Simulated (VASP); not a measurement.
# ScAlN2 (P-4m2) in VASP: single point with PBE

Aim: the single point of ScAlN2 with PBE.

All numbers are computed with VASP 6.6.1; they aren't measurements. Logs are shortened: lines on timing, memory, paths and dates and some standing lists are left out, and cuts for length are marked.

### 1 The cell of the first run

Symmetry: P-4m2, No. 115, tetragonal system. Conventional cell: a = 3.278 Å, b = 3.278 Å, c = 4.680 Å, α = 90.00°, β = 90.00°, γ = 90.00°. Within 2.8 Å of Sc (site symmetry -4m2) lie 4 N at 2.09 Å. Al (site symmetry -4m2) has 4 N at 1.95 Å within 2.6 Å. Within 2.6 Å of N (site symmetry 2mm) lie 2 Al at 1.95 Å and 2 Sc at 2.09 Å.

### 2 Single point, PBE

POSCAR reads:

```
ScAlN2
1.0
    3.2776797378      0.0000000000      0.0000000000
    0.0000000000      3.2776797378      0.0000000000
    0.0000000000      0.0000000000      4.6797622582
Sc Al N
1 1 2
Direct
    0.0000000000      0.0000000000      0.0000000000
    0.5000000000      0.5000000000      0.5000000000
    0.5000000000      0.0000000000      0.2754917648
    0.0000000000      0.5000000000      0.7245082352
```

INCAR.step1 reads:

```
SYSTEM = ScAlN2
PREC = Accurate ; ENCUT = 910
EDIFF = 1E-6 ; ISMEAR = 0
SIGMA = 0.02 ; LREAL = .FALSE.
LASPH = .TRUE. ; NELM = 120
ALGO = Normal ; ISIF = 2
LWAVE = .FALSE. ; LCHARG = .TRUE.
LMAXMIX = 4 ; GGA = PE
NBANDS = 20 ; GGA_COMPAT = .FALSE.
NEDOS = 2001 ; LORBIT = 11
```

KPOINTS.step1 reads:

```
regular mesh
0
G
  8 8 6
  0 0 0
```

INCAR.step2 reads:

```
SYSTEM = ScAlN2
PREC = Accurate ; ENCUT = 910
EDIFF = 1E-6 ; ISMEAR = -5
SIGMA = 0.02 ; LREAL = .FALSE.
LASPH = .TRUE. ; NELM = 120
ALGO = Normal ; ISIF = 2
LWAVE = .FALSE. ; LCHARG = .FALSE.
LMAXMIX = 4 ; GGA = PE
LORBIT = 11 ; NBANDS = 20
NEDOS = 1001 ; ICHARG = 11
GGA_COMPAT = .FALSE.
```

KPOINTS.step2 reads:

```
regular mesh
0
G
  12 12 9
  0 0 0
```

Potentials or basis: VASP PAW PBE potentials, release 64 (Sc_sv, Al, N_h).

On the command line:

```console
> cat potpaw_PBE.64/Sc_sv/POTCAR potpaw_PBE.64/Al/POTCAR potpaw_PBE.64/N_h/POTCAR > POTCAR
> cp INCAR.step1 INCAR
> cp KPOINTS.step1 KPOINTS
> mpirun -np 1 vasp_std > vasp.out
> cp INCAR.step2 INCAR
> cp KPOINTS.step2 KPOINTS
> mpirun -np 1 vasp_std > vasp.out
```

OUTCAR:

```text
SYSTEM = ScAlN2
   PREC = Accurate
   ENCUT = 910
   EDIFF = 1E-6
   ISMEAR = -5
   LREAL = .FALSE.
   LASPH = .TRUE.
   NELM = 120
   ISIF = 2
   GGA = PE
   LORBIT = 11
   ICHARG = 11

 ion  position               nearest neighbor table
   1  0.000  0.000  0.000-   3 2.09   4 2.09   4 2.09   3 2.09   2 3.29   2 3.29   2 3.29   2 3.29
                             2 3.29   2 3.29   2 3.29   2 3.29
   2  0.500  0.500  0.500-   3 1.95   4 1.95   3 1.95   4 1.95   1 3.29   1 3.29   1 3.29   1 3.29
                             1 3.29   1 3.29   1 3.29   1 3.29
   3  0.500  0.000  0.275-   2 1.95   2 1.95   1 2.09   1 2.09
   4  0.000  0.500  0.725-   2 1.95   2 1.95   1 2.09   1 2.09

  LATTYP: Found a simple tetragonal cell.
 ALAT       =     3.2776797378
 C/A-ratio  =     1.4277667840

  Lattice vectors:

 A1 = (   3.2776797378,   0.0000000000,   0.0000000000)
 A2 = (   0.0000000000,   3.2776797378,   0.0000000000)
 A3 = (   0.0000000000,   0.0000000000,   4.6797622582)

Analysis of symmetry for initial positions (statically):
=====================================================================
 Subroutine PRICEL returns:
 Original cell was already a primitive cell.

 Routine SETGRP: Setting up the symmetry group for a
 simple tetragonal supercell.

 Subroutine GETGRP returns: Found  8 space group operations
 (whereof  8 operations were pure point group operations)
 out of a pool of 16 trial point group operations.

The static configuration has the point symmetry D_2d.

Analysis of symmetry for dynamics (positions and initial velocities):
=====================================================================
 Subroutine PRICEL returns:
 Original cell was already a primitive cell.

 Routine SETGRP: Setting up the symmetry group for a
 simple tetragonal supercell.

 Subroutine GETGRP returns: Found  8 space group operations
 (whereof  8 operations were pure point group operations)
 out of a pool of 16 trial point group operations.

The dynamic configuration has the point symmetry D_2d.

 Subroutine INISYM returns: Found  8 space group operations
 (whereof  8 operations are pure point group operations),
 and found     1 'primitive' translations

----------------------------------------------------------------------------------------

                                     Primitive cell

  volume of cell :      50.2755

  direct lattice vectors                    reciprocal lattice vectors
     3.277679738  0.000000000  0.000000000     0.305093871  0.000000000  0.000000000
[... 101 lines left out ...]
   TEBEG  =    0.0;   TEEND  =   0.0 temperature during run
   PSTRESS=    0.0 pullay stress
   NELECT =      24.0000    total number of electrons
   NUPDOWN=      -1.0000    fix difference up-down
   EMIN   =  10.00;   EMAX   =-10.00  energy-range for DOS
   EFERMI =   0.00;   METHOD = LEGACY
   ISMEAR =    -5;   SIGMA  =   0.02  broadening in eV -4-tet -1-fermi 0-gaus
   EFERMI_NEDOS =   21; number of points for ismear=-14 and -15
   IALGO  =     38    algorithm
   IMIX   =      4    mixing-type and parameters
     AMIX     =   0.40;   BMIX     =  1.00
     AMIX_MAG =   1.60;   BMIX_MAG =  1.00
  volume/ion in A,a.u.               =      12.57        84.82
  Fermi-wavevector in a.u.,A,eV,Ry     =   1.279459  2.417827 22.272939  1.637015
  Thomas-Fermi vector in A             =   2.411943
   LORBIT       =     11    0 simple, 1 ext, 2 COOP (PROOUT), +10 PAW based schemes
   GGA     = PE    functional components
   LHFCALC =     F    Hartree Fock is set to
   AEXX    =    0.0000 exact exchange contribution
   IVDW    =     0    specifies the selected vdW correction
   LEPSILON=     F    determine dielectric tensor
   LRPA    =     F    only Hartree local field effects (RPA)
 non-spin polarized calculation
 Fermi weights with tetrahedron method with Bloechl corrections
  energy-cutoff  :      910.00
  volume of cell :       50.28
 maximum number of plane-waves:      3176

 number of electron      24.0000002 magnetization

 Free energy of the ion-electron system (eV)
  ---------------------------------------------------
  ext. energy  EPLUGINS =         0.00000000
  ---------------------------------------------------
  free energy    TOTEN  =       -32.24173676 eV

  energy without entropy =      -32.24173676  energy(sigma->0) =      -32.24173676

 E-fermi :   4.6717     XC(G=0): -10.6262

 val. band max:        4.6403788005   @ k =   0.5000   0.5000   0.0000
 cond. band min:       6.8164278744   @ k =   0.0000   0.0000   0.0000
 fundamental gap:      2.1760490739
 Fermi energy:         4.6716524862

 k-point     1 :       0.0000    0.0000    0.0000
  band No.  band energies     occupation
      1     -42.6570      2.00000
      2     -21.3796      2.00000
      3     -21.2906      2.00000
      4     -21.2906      2.00000
      5      -9.2039      2.00000
      6      -7.1766      2.00000
[... 541 lines left out ...]
     19      13.5128      0.00000
     20      15.2395      0.00000

 [... further k-points ...]

------------------------ aborting loop because EDIFF is reached ----------------------------------------

  FORCE on cell =-STRESS in cart. coord.  units (eV):
  Direction    XX          YY          ZZ          XY          YZ          ZX
  --------------------------------------------------------------------------------------
  -------------------------------------------------------------------------------------
  Total        0.0601328      0.0601328      0.0978675      0.0000000      0.0000000     -0.0000000
  in kB        1.9163066      1.9163066      3.1188351      0.0000000      0.0000000     -0.0000000
  external PRESSURE =       2.3171494 kB  Pullay stress =       0.0000000 kB

 VOLUME and BASIS-vectors are now :
 -----------------------------------------------------------------------------
  energy-cutoff  :      910.00
  volume of cell :       50.28
      direct lattice vectors                 reciprocal lattice vectors
     3.277679738  0.000000000  0.000000000     0.305093871  0.000000000  0.000000000
     0.000000000  3.277679738  0.000000000     0.000000000  0.305093871  0.000000000
     0.000000000  0.000000000  4.679762258     0.000000000  0.000000000  0.213686069

 POSITION                                       TOTAL-FORCE (eV/Angst)
 -----------------------------------------------------------------------------------
      0.00000      0.00000      0.00000        -0.000000     -0.000000      0.000000
      1.63884      1.63884      2.33988        -0.000000     -0.000000      0.000000
      1.63884      0.00000      1.28924         0.000000      0.000000      0.072274
      0.00000      1.63884      3.39053         0.000000      0.000000     -0.072274
 -----------------------------------------------------------------------------------
    total drift:                               -0.000000      0.000000      0.000000

  FREE ENERGIE OF THE ION-ELECTRON SYSTEM (eV)
  ---------------------------------------------------
  free  energy   TOTEN  =       -32.2417367580 eV

  energy  without entropy=      -32.2417367580  energy(sigma->0) =      -32.24173676

 total charge

# of ion       s       p       d       tot
------------------------------------------
    1        2.268   6.249   1.234   9.750
    2        0.350   0.396   0.000   0.746
    3        0.718   1.513   0.000   2.230
    4        0.718   1.513   0.000   2.230
--------------------------------------------------
tot          4.052   9.670   1.234  14.956
```

OUTCAR.step1:

```text
SYSTEM = ScAlN2
   PREC = Accurate
   ENCUT = 910
   EDIFF = 1E-6
   ISMEAR = 0
   LREAL = .FALSE.
   LASPH = .TRUE.
   NELM = 120
   ISIF = 2
   GGA = PE
[... 785 lines left out ...]
    total drift:                                0.000000      0.000000      0.000000

  FREE ENERGIE OF THE ION-ELECTRON SYSTEM (eV)
  ---------------------------------------------------
  free  energy   TOTEN  =       -32.2416771058 eV

  energy  without entropy=      -32.2416771058  energy(sigma->0) =      -32.24167711

 total charge

# of ion       s       p       d       tot
------------------------------------------
    1        2.268   6.249   1.234   9.750
    2        0.350   0.396   0.000   0.746
    3        0.718   1.513   0.000   2.230
    4        0.718   1.513   0.000   2.230
--------------------------------------------------
tot          4.052   9.670   1.234  14.956
```

OSZICAR.step1:

```text
N       E                     dE             d eps       ncg     rms          rms(c)
DAV:   1     0.268993105286E+03    0.26899E+03   -0.14969E+04  2416   0.184E+03
DAV:   2     0.851358779790E+01   -0.26048E+03   -0.25250E+03  2400   0.438E+02
DAV:   3    -0.377406656806E+02   -0.46254E+02   -0.44243E+02  3956   0.136E+02
DAV:   4    -0.399049117711E+02   -0.21642E+01   -0.21569E+01  3756   0.311E+01
DAV:   5    -0.399312754211E+02   -0.26364E-01   -0.26334E-01  3140   0.305E+00    0.183E+01
DAV:   6    -0.322906374964E+02    0.76406E+01   -0.34352E+01  4068   0.468E+01    0.665E+00
DAV:   7    -0.322830557909E+02    0.75817E-02   -0.19988E+00  3732   0.119E+01    0.468E+00
DAV:   8    -0.322464185205E+02    0.36637E-01   -0.26811E-01  3828   0.584E+00    0.579E-01
DAV:   9    -0.322436243818E+02    0.27941E-02   -0.16146E-02  3820   0.150E+00    0.403E-01
DAV:  10    -0.322416775245E+02    0.19469E-02   -0.13101E-02  3820   0.115E+00    0.127E-01
DAV:  11    -0.322417819728E+02   -0.10445E-03   -0.68018E-04  3788   0.253E-01    0.101E-01
DAV:  12    -0.322416754314E+02    0.10654E-03   -0.47621E-04  3804   0.284E-01    0.103E-02
DAV:  13    -0.322416769177E+02   -0.14863E-05   -0.87424E-06  2868   0.258E-02    0.436E-03
DAV:  14    -0.322416771058E+02   -0.18811E-06   -0.10197E-06  2628   0.827E-03
   1 F= -.32241677E+02 E0= -.32241677E+02  d E =-.195344E-12
```

Run time: 1.8 min. Hardware: 1 thread of Intel Xeon 6975P-C (Granite Rapids), shared host; peak memory 0.45 GiB.

Results:

| Item | Value |
| --- | --- |
| Valence electrons inside the program's atomic spheres | Sc 9.75; Al 0.75; N 2.23 |

Levels at points of the mesh, in eV from the valence-band top:
```csv
k point,band 10,band 11,band 12,band 13,band 14,band 15
"(0.00, 0.00, 0.00)",-1.20,-1.02,-1.02,2.18,2.62,4.99
"(0.50, 0.00, 0.00)",-1.32,-1.19,-0.70,4.02,4.86,5.02
"(0.50, 0.50, 0.00)",-1.63,-1.63,0.00,3.15,3.15,3.39
```

Caveat: the cutoff is under 1.25 times the usual one of these potentials, so pressure, stress and relaxed cells hold a basis-set (Pulay) error.
